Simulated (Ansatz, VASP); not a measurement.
## SnO2 in VASP and in Ansatz

```
CELL_PARAMETERS angstrom
4.82651 0.00000 0.00000
0.00000 4.82651 0.00000
0.00000 0.00000 3.23915
ATOMIC_POSITIONS crystal
Sn 0.00000 0.00000 0.00000
Sn 0.50000 0.50000 0.50000
O 0.30652 0.30652 0.00000
O 0.80652 0.19348 0.50000
O 0.19348 0.80652 0.50000
O 0.69348 0.69348 0.00000
```

Alike in both runs: task single point; functional RPBE; k mesh 6 × 6 × 10; occupations gaussian, width 0.05 eV; non-collinear spin, spin-orbit coupling.

```csv
,VASP,Ansatz
version,VASP 6.6.1,Ansatz 0.2.0
potentials or method,"VASP PAW PBE potentials, release 64 (Sn_d, O), cutoff 520 eV","plane waves, PAW"
valence electrons in the cell,52,52
```

```csv
,VASP,Ansatz,Ansatz less VASP
pressure (GPa),4.5,3.9,-0.60
"traceless stress, the component that is largest in VASP (GPa)",0.22,0.04,-0.185
rms of the force components (eV/Å),0.017,0.009,-0.0083
```

VASP's potentials were made for PBE, not for RPBE. Atom by atom the forces differ by 0.008 eV/Å (rms over components).
